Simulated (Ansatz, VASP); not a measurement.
# BP in VASP and in Ansatz

File INCAR:

```
PREC     = Accurate       # precision mode
ENCUT    = 520            # plane-wave cutoff, eV
EDIFF    = 1E-8           # SCF threshold, eV
ISMEAR   = -1             # smearing method
SIGMA    = 0.08           # smearing width, eV
LREAL    = False          # projectors in reciprocal space
LASPH    = True           # aspherical terms in the spheres
NELM     = 60             # most SCF steps
ALGO     = Normal         # electronic algorithm
ISIF     = 2              # what is computed and relaxed
LWAVE    = False          # write WAVECAR
LCHARG   = False          # write CHGCAR
GGA      = PE             # functional
LEFG     = True         
NBANDS   = 11             # bands
```

The input KPOINTS:

```
regular mesh
0
Gamma
  12 12 12
```

File POSCAR:

```
BP
1.0
    0.0000000000      2.2690000000      2.2690000000
    2.2690000000      0.0000000000      2.2690000000
    2.2690000000      2.2690000000      0.0000000000
B P
1 1
Direct
    0.0000000000      0.0000000000      0.0000000000
    0.7500000000      0.7500000000      0.7500000000
```

Input for Ansatz:

```yaml
crystal:
  lattice:
    - [0.0, 2.269, 2.269]
    - [2.269, 0.0, 2.269]
    - [2.269, 2.269, 0.0]
  atoms:
    - { symbol: B, position: [0.0, 0.0, 0.0] }
    - { symbol: P, position: [0.75, 0.75, 0.75] }
kpoints:
  mp_grid: { grid: [12, 12, 12] }
  band_path:
    path:
      - [0.0, 0.0, 0.0]
      - [-0.5, -0.5, 0.0]
      - [-0.375, -0.375, 0.25]
      - [-0.375, 0.0, 0.375]
      - [0.0, 0.0, 0.0]
      - [0.0, 0.0, 0.5]
      - [-0.5, -0.25, 0.25]
      - [-0.5, -0.5, 0.0]
    npoints: 8
scf:
  occupations: { method: fermi_dirac, width: 0.08 }
hamiltonian:
  xc: pbe
  pseudopotentials: { kind: all_electron, datasets: crystal }
output:
  forces: true
  stress: true
  eigenvalues: true
  efg: { contact_densities: true }
```

Alike in both runs: task electric field gradients; functional PBE; k mesh 12 × 12 × 12; occupations fermi-dirac, width 0.08 eV; no spin polarisation.

|  | VASP | Ansatz |
| --- | --- | --- |
| version | VASP 6.6.1 | Ansatz 0.2.0 |
| potentials or method | VASP PAW PBE potentials, release 64 (B, P), cutoff 520 eV | all-electron PAW with datasets made for the crystal, scalar-relativistic |

```tsv
	VASP	Ansatz	Ansatz less VASP
pressure (GPa)	0.9	1.1	+0.18
```

Ansatz ran all-electron here, and VASP with PAW potentials.
